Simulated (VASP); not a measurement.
# SiAs3 (P-3m1) in VASP: notebook

SiAs3 is run at these levels: PBE; tasks: single point, relaxation of cell and atoms.

All numbers are computed with VASP 6.6.1; they aren't measurements. Logs are shortened: lines on timing, memory, paths and dates and some standing lists are left out, and cuts for length are marked.

### 1 The cell of the first run

Symmetry: P-3m1, No. 164, trigonal system. Conventional cell: a = 3.697 Å, b = 3.697 Å, c = 6.572 Å, α = 90.00°, β = 90.00°, γ = 120.00°. Within 3.5 Å of Si (site symmetry -3m) lie 8 As at 2.62 to 3.29 Å. As (site symmetry 3m) has 3 Si at 2.62 Å and 3 As at 2.77 Å within 3.5 Å. Within 3.7 Å of As (site symmetry -3m) lie 12 As at 2.77 to 3.70 Å and 2 Si at 3.29 Å.

### 2 Single point, PBE

Input file INCAR:

```
SYSTEM = SiAs3
PREC = Accurate
ENCUT = 520
EDIFF = 1E-6
ISMEAR = 0
SIGMA = 0.1
LREAL = .False.
LASPH = .True.
NELM = 60
ALGO = Normal
ISIF = 2
LWAVE = .False.
LCHARG = .False.
GGA = PE
NBANDS = 18
```

Input file KPOINTS:

```
regular mesh
0
Gamma
  12 12 8
  0 0 0
```

Input file POSCAR:

```
SiAs3
1.0
    3.6965046310      0.0000000000      0.0000000000
   -1.8482523155      3.2012669156      0.0000000000
    0.0000000000      0.0000000000      6.5717556382
Si As
1 3
Direct
    0.0000000000      0.0000000000      0.5000000000
    0.3333333333      0.6666666667      0.7305531761
    0.6666666667      0.3333333333      0.2694468239
    0.0000000000      0.0000000000      0.0000000000
```

Potentials or basis: VASP PAW PBE potentials, release 64 (Si, As).

The run is started by

```
cat potpaw_PBE.64/Si/POTCAR potpaw_PBE.64/As/POTCAR > POTCAR
mpirun -np 1 vasp_std > vasp.out
```

OUTCAR:

```text
SYSTEM = SiAs3
   PREC = Accurate
   ENCUT = 520
   EDIFF = 1E-6
   ISMEAR = 0
   LREAL = .False.
   LASPH = .True.
   NELM = 60
   ISIF = 2
   GGA = PE

 ion  position               nearest neighbor table
   1  0.000  0.000  0.500-   2 2.62   3 2.62   2 2.62   3 2.62   3 2.62   2 2.62
   2  0.333  0.667  0.731-   1 2.62   1 2.62   1 2.62   4 2.77   4 2.77   4 2.77
   3  0.667  0.333  0.269-   1 2.62   1 2.62   1 2.62   4 2.77   4 2.77   4 2.77
   4  0.000  0.000  0.000-   2 2.77   3 2.77   2 2.77   3 2.77   3 2.77   2 2.77

  LATTYP: Found a hexagonal cell.
 ALAT       =     3.6965046310
 C/A-ratio  =     1.7778296781

  Lattice vectors:

 A1 = (   3.6965046310,   0.0000000000,   0.0000000000)
 A2 = (  -1.8482523155,   3.2012669156,   0.0000000000)
 A3 = (   0.0000000000,   0.0000000000,   6.5717556382)

Analysis of symmetry for initial positions (statically):
=====================================================================
 Subroutine PRICEL returns:
 Original cell was already a primitive cell.

 Routine SETGRP: Setting up the symmetry group for a
 hexagonal supercell.

 Subroutine GETGRP returns: Found 12 space group operations
 (whereof 12 operations were pure point group operations)
 out of a pool of 24 trial point group operations.

The static configuration has the point symmetry D_3d.

Analysis of symmetry for dynamics (positions and initial velocities):
=====================================================================
 Subroutine PRICEL returns:
 Original cell was already a primitive cell.

 Routine SETGRP: Setting up the symmetry group for a
 hexagonal supercell.

 Subroutine GETGRP returns: Found 12 space group operations
 (whereof 12 operations were pure point group operations)
 out of a pool of 24 trial point group operations.

The dynamic configuration has the point symmetry D_3d.

 Subroutine INISYM returns: Found 12 space group operations
 (whereof 12 operations are pure point group operations),
 and found     1 'primitive' translations

----------------------------------------------------------------------------------------

                                     Primitive cell

  volume of cell :      77.7669

  direct lattice vectors                    reciprocal lattice vectors
     3.696504631  0.000000000  0.000000000     0.270525834  0.156188163  0.000000000
    -1.848252315  3.201266916  0.000000000     0.000000000  0.312376327  0.000000000
     0.000000000  0.000000000  6.571755638     0.000000000  0.000000000  0.152166340

  length of vectors
     3.696504631  3.696504631  6.571755638     0.312376327  0.312376327  0.152166340

[... 87 lines left out ...]
   NSW    =      0    number of steps for IOM
   IBRION =     -1    ionic relax: 0-MD 1-quasi-New 2-CG
   NFREE  =      0    steps in history (QN), initial steepest desc. (CG)
   ISIF   =      2    stress and relaxation
   ISYM   =      2    0-nonsym 1-usesym 2-fastsym
   POTIM  = 0.5000    time-step for ionic-motion
   TEBEG  =    0.0;   TEEND  =   0.0 temperature during run
   PSTRESS=    0.0 pullay stress
   NELECT =      19.0000    total number of electrons
   NUPDOWN=      -1.0000    fix difference up-down
   EMIN   =  10.00;   EMAX   =-10.00  energy-range for DOS
   EFERMI =   0.00;   METHOD = LEGACY
   ISMEAR =     0;   SIGMA  =   0.10  broadening in eV -4-tet -1-fermi 0-gaus
   EFERMI_NEDOS =   21; number of points for ismear=-14 and -15
   IALGO  =     38    algorithm
   IMIX   =      4    mixing-type and parameters
     AMIX     =   0.40;   BMIX     =  1.00
     AMIX_MAG =   1.60;   BMIX_MAG =  1.00
  volume/ion in A,a.u.               =      19.44       131.20
  Fermi-wavevector in a.u.,A,eV,Ry     =   1.023437  1.934016 14.251064  1.047424
  Thomas-Fermi vector in A             =   2.157171
   LORBIT       =      0    0 simple, 1 ext, 2 COOP (PROOUT), +10 PAW based schemes
   GGA     = PE    functional components
   LHFCALC =     F    Hartree Fock is set to
   AEXX    =    0.0000 exact exchange contribution
   IVDW    =     0    specifies the selected vdW correction
   LEPSILON=     F    determine dielectric tensor
   LRPA    =     F    only Hartree local field effects (RPA)
 non-spin polarized calculation
 Gauss-broadening in eV      SIGMA  =   0.10
  energy-cutoff  :      520.00
  volume of cell :       77.77
 maximum number of plane-waves:      2112
   NGX = 13   NGY = 13   NGZ = 25

 number of electron      18.9999998 magnetization

 Free energy of the ion-electron system (eV)
  ---------------------------------------------------
  ext. energy  EPLUGINS =         0.00000000
  ---------------------------------------------------
  free energy    TOTEN  =       -18.55014538 eV

  energy without entropy =      -18.54298092  energy(sigma->0) =      -18.54656315

 E-fermi :   6.3064     XC(G=0): -10.3342

 val. band max:        6.2977774679   @ k =   0.2500   0.0833   0.1250
 cond. band min:       6.3124153448   @ k =   0.2500   0.0000   0.0000
 fundamental gap:      0.0146378769
 Fermi energy:         6.3063805830

 k-point     1 :       0.0000    0.0000    0.0000
  band No.  band energies     occupation
      1      -8.3326      2.00000
      2      -5.5689      2.00000
      3      -4.6685      2.00000
      4       2.6446      2.00000
      5       4.1569      2.00000
      6       4.8659      2.00000
[... 481 lines left out ...]
      5       2.9209      2.00000
      6       3.9865      2.00000
[... 10 lines left out ...]
     17      11.9818      0.00000
     18      12.6220      0.00000

 [... further k-points ...]

------------------------ aborting loop because EDIFF is reached ----------------------------------------

  FORCE on cell =-STRESS in cart. coord.  units (eV):
  Direction    XX          YY          ZZ          XY          YZ          ZX
  --------------------------------------------------------------------------------------
  -------------------------------------------------------------------------------------
  Total        0.0799722      0.0799722      0.0799495     -0.0000000      0.0000000      0.0000000
  in kB        1.6476132      1.6476132      1.6471439     -0.0000000      0.0000000      0.0000000
  external PRESSURE =       1.6474567 kB  Pullay stress =       0.0000000 kB

 VOLUME and BASIS-vectors are now :
 -----------------------------------------------------------------------------
  energy-cutoff  :      520.00
  volume of cell :       77.77
      direct lattice vectors                 reciprocal lattice vectors
     3.696504631  0.000000000  0.000000000     0.270525834  0.156188163  0.000000000
    -1.848252315  3.201266916  0.000000000     0.000000000  0.312376327  0.000000000
     0.000000000  0.000000000  6.571755638     0.000000000  0.000000000  0.152166340

 POSITION                                       TOTAL-FORCE (eV/Angst)
 -----------------------------------------------------------------------------------
      0.00000      0.00000      3.28588         0.000000      0.000000      0.000000
     -0.00000      2.13418      4.80102         0.000000     -0.000000      0.005336
      1.84825      1.06709      1.77074        -0.000000      0.000000     -0.005336
      0.00000      0.00000      0.00000         0.000000      0.000000      0.000000
 -----------------------------------------------------------------------------------
    total drift:                                0.000000     -0.000000     -0.000000

  FREE ENERGIE OF THE ION-ELECTRON SYSTEM (eV)
  ---------------------------------------------------
  free  energy   TOTEN  =       -18.5501453754 eV

  energy  without entropy=      -18.5429809181  energy(sigma->0) =      -18.54656315
```

stdout:

```text
POSCAR found type information on POSCAR SiAs
 POSCAR found :  2 types and       4 ions
 scaLAPACK will be used
 LDA part: xc-table for (Slater+PW92), standard interpolation
 POSCAR, INCAR and KPOINTS ok, starting setup
 FFT: planning ... GRIDC
 FFT: planning ... GRID_SOFT
 FFT: planning ... GRID
 WAVECAR not read
 entering main loop
```

It took 71 s on 1 thread of Intel Xeon 6975P-C (Granite Rapids), shared host; peak memory 0.29 GiB.

Results:

| Quantity | Value |
| --- | --- |
| Free energy | -18.5501 eV |
| Pressure | 0.2 GPa |
| Largest force | 0.005 eV/Å |

Forces on the atoms (eV/Å):
```
Si   0.000  0.000  0.000
As   0.000  0.000  0.005
As   0.000  0.000 -0.005
As   0.000  0.000  0.000
```

### 3 Relaxation of cell and atoms, PBE

This run uses another cell than the first one, of 26.62 Å³/atom, 1.369 times its volume.

Input file INCAR:

```
SYSTEM = SiAs3
ALGO = Normal
EDIFF = 1E-6
EDIFFG = -0.04
ENCUT = 600
GGA = PE
IBRION = 2
ISIF = 3
ISMEAR = 0
LASPH = .TRUE.
LCHARG = .FALSE.
LREAL = .FALSE.
LWAVE = .FALSE.
NELM = 60
NSW = 90
PREC = Accurate
SIGMA = 0.1
```

Input file KPOINTS:

```
k-points
0
G
  6 6 4
  0 0 0
```

Input file POSCAR:

```
SiAs3
1.0
    4.5203369400      0.0000000000      0.0000000000
   -2.2601684700      3.9147266300      0.0000000000
    0.0000000000      0.0000000000      6.0171897100
Si As
1 3
Direct
    0.0000000000      0.0000000000      0.5000000000
    0.3333333300      0.6666666700      0.5351475100
    0.6666666700      0.3333333300      0.4648524900
    0.0000000000      0.0000000000      0.0000000000
```

Potentials or basis: VASP PAW PBE potentials, release 64 (Si, As).

The run is started by

```
cat potpaw_PBE.64/Si/POTCAR potpaw_PBE.64/As/POTCAR > POTCAR
mpirun -np 1 vasp_std > vasp.out
```

It took 7.3 min on 1 thread of Intel Xeon 6975P-C (Granite Rapids), shared host; peak memory 0.27 GiB.

The run converged. Its results:

```yaml
Free_energy: -18.5735 eV
Relaxed_volume: 19.52 Å³/atom
Relaxed_cell: a = 3.706 Å, b = 3.706 Å, c = 6.565 Å, α = 90.00°, β = 90.00°, γ = 120.00°
Space_group_after_relaxing_to_0.05_Å: P-3m1 (No. 164)
Energy_gained_by_relaxing: 838.2 meV/atom
Ionic_steps: 35
Pressure_after_relaxing: -0.1 GPa
Largest_force_after_relaxing: 0.004 eV/Å
```

Forces on the atoms (eV/Å):
```
Si   0.000  0.000  0.000
As   0.000  0.000 -0.004
As   0.000  0.000  0.004
As   0.000  0.000  0.000
```

Stress tensor (GPa, compression positive):
```
-0.13  0.00  0.00
 0.00 -0.13  0.00
 0.00  0.00 -0.01
```

The path:
| step | energy change (eV) | largest force (eV/Å) | pressure (GPa) | volume (Å³) |
| --- | --- | --- | --- | --- |
| 1 | 0.0000 | 0.9278 | -0.32 | 106.48 |
| 2 | -0.8475 | 0.7582 | -3.85 | 105.10 |
| 3 | -1.3090 | 0.5299 | -4.80 | 102.63 |
| 4 | -1.4210 | 0.7732 | 2.08 | 89.21 |
| 5 | -1.4674 | 0.6401 | -0.63 | 93.63 |
| 6 | -1.5766 | 0.8905 | 1.19 | 90.26 |
| 7 | -1.5906 | 1.0669 | 2.30 | 88.62 |
| 8 | -1.6843 | 1.1851 | 1.61 | 88.94 |
| 9 | -1.9659 | 1.0489 | -0.68 | 89.86 |
| 10 | -2.2551 | 0.3487 | -4.20 | 91.47 |
| 11 | -2.3051 | 0.1195 | -5.18 | 92.03 |
| 12 | -2.3744 | 0.0049 | -4.59 | 90.46 |
| 13 | -2.4590 | 0.1065 | -3.40 | 87.72 |
| 14 | -2.6680 | 0.2628 | -0.31 | 82.27 |
| 15 | -1.4524 | 3.4216 | 18.47 | 71.52 |
| 16 | -2.6763 | 0.3602 | 0.26 | 81.54 |
| 17 | -2.6822 | 0.6377 | 1.64 | 80.06 |
| 18 | -2.6846 | 0.4963 | 0.97 | 80.72 |
| 19 | -2.7131 | 1.1304 | 3.22 | 78.62 |
| 20 | -2.7251 | 0.9016 | 2.24 | 79.40 |
| 21 | -2.8290 | 0.7838 | 0.67 | 80.55 |
| 22 | -3.0592 | 0.5280 | -3.13 | 83.84 |
| 23 | -2.9633 | 0.0942 | -8.45 | 89.75 |
| 24 | -3.1339 | 0.3399 | -5.50 | 85.99 |
| 25 | -3.2171 | 0.3029 | -5.07 | 84.52 |
| 26 | -3.2745 | 0.2228 | -4.17 | 82.69 |
| 27 | -3.2097 | 0.0128 | -1.68 | 78.90 |
| 28 | -3.2829 | 0.1776 | -3.75 | 81.88 |
| 29 | -3.3310 | 0.1865 | -1.92 | 79.82 |
| 30 | -3.3464 | 0.1908 | -0.17 | 78.11 |
| 31 | -3.3467 | 0.1916 | 0.13 | 77.83 |
| 32 | -3.3483 | 0.1641 | 0.10 | 77.87 |
| 33 | -3.3516 | 0.0836 | 0.01 | 77.97 |
| 34 | -3.3518 | 0.0606 | -0.17 | 78.17 |
| 35 | -3.3527 | 0.0040 | -0.09 | 78.07 |

Final structure:
```xyz
4
Lattice="3.7057 0.0000 0.0000 -1.8528 3.2092 0.0000 0.0000 0.0000 6.5650" Properties=species:S:1:pos:R:3 pbc="T T T"
Si    0.0000    0.0000    3.2825
As    0.0000    2.1395    4.8022
As    1.8528    1.0697    1.7628
As    0.0000    0.0000    0.0000
```

Levels at points of the mesh, in eV from the Fermi level:
```csv
k point,band 5,band 6,band 7,band 8,band 9,band 10,band 11,band 12,band 13
"(0.00, 0.00, 0.00)",-1.96,-1.31,-1.31,-0.25,-0.25,1.16,1.47,1.47,2.97
"(0.50, 0.00, 0.00)",-6.20,-5.36,-3.47,-0.56,-0.35,0.08,0.09,0.62,1.64
"(0.00, 0.00, 0.50)",-1.01,-1.01,-0.63,-0.63,-0.05,-0.05,1.61,1.61,3.06
"(0.50, 0.00, 0.50)",-3.91,-3.55,-2.80,-2.67,-2.66,-2.64,1.64,2.46,2.77
```

Caveat: the volume moved by over 15 % at a fixed basis, so the end points are rough.
